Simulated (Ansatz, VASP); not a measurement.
## One calculation of ZrS, two programs

File INCAR:

```
SYSTEM = ZrS
  PREC = Accurate
  ENCUT = 520
  EDIFF = 1E-6
  ISMEAR = 0
  SIGMA = 0.15
  LREAL = .FALSE.
  LASPH = .TRUE.
  NELM = 60
  ALGO = Normal
  ISIF = 2
  LWAVE = .FALSE.
  LCHARG = .FALSE.
  GGA = PS
  NBANDS = 16
```

The input KPOINTS:

```
regular mesh
0
G
  16 16 16
  0 0 0
```

Contents of POSCAR:

```
ZrS
1.0
    0.0000000000      2.6250000000      2.6250000000
    2.6250000000      0.0000000000      2.6250000000
    2.6250000000      2.6250000000      0.0000000000
Zr S
1 1
Direct
    0.0952380952      0.0952380952     -0.0952380952
    0.5000000000      0.5000000000      0.5000000000
```

Input for Ansatz:

```yaml
crystal:
  lattice:
    - [0.0, 2.625, 2.625]
    - [2.625, 0.0, 2.625]
    - [2.625, 2.625, 0.0]
  atoms:
    - { symbol: Zr, position: [0.0952380952, 0.0952380952, -0.0952380952] }
    - { symbol: S, position: [0.5, 0.5, 0.5] }
basis:
  ecutwfc: 420
kpoints:
  mp_grid: { grid: [16, 16, 16] }
hamiltonian:
  xc: pbesol
scf:
  occupations: { method: gaussian, width: 0.15 }
output:
  forces: true
  stress: true
  eigenvalues: true
```

Change from the starting cell: all Zr atoms moved -0.500 Å, as atom 1 towards its neighbour atom 2 (S) at 2.625 Å.

Alike in both runs: task single point; functional PBEsol; k mesh 16 × 16 × 16; occupations gaussian, width 0.15 eV; no spin polarisation.

|  | VASP | Ansatz |
| --- | --- | --- |
| version | VASP 6.6.1 | Ansatz 0.2.0 |
| potentials or method | VASP PAW PBE potentials, release 64 (Zr_sv, S), cutoff 520 eV | scalar-relativistic, plane waves, PAW |
| valence electrons in the cell | 18 | 18 |

Ansatz gave:

- gap on the k mesh at the Fermi level (eV): none
- pressure (GPa): 11.0
- traceless stress, the component that is largest in VASP (GPa): 39.98
- rms of the force components (eV/Å): 3.876

Q: Estimate VASP's values.

A: gap on the k mesh at the Fermi level (eV): none; pressure (GPa): 11.2; traceless stress, the component that is largest in VASP (GPa): 40.17; rms of the force components (eV/Å): 3.897.

VASP's potentials were made for PBE, not for PBEsol. Atom by atom the forces differ by 0.021 eV/Å (rms over components). A gap of «none» marks a metal or a gap that the smearing closes. With one functional, cell and mesh, what is left measures potentials, basis and numerics.
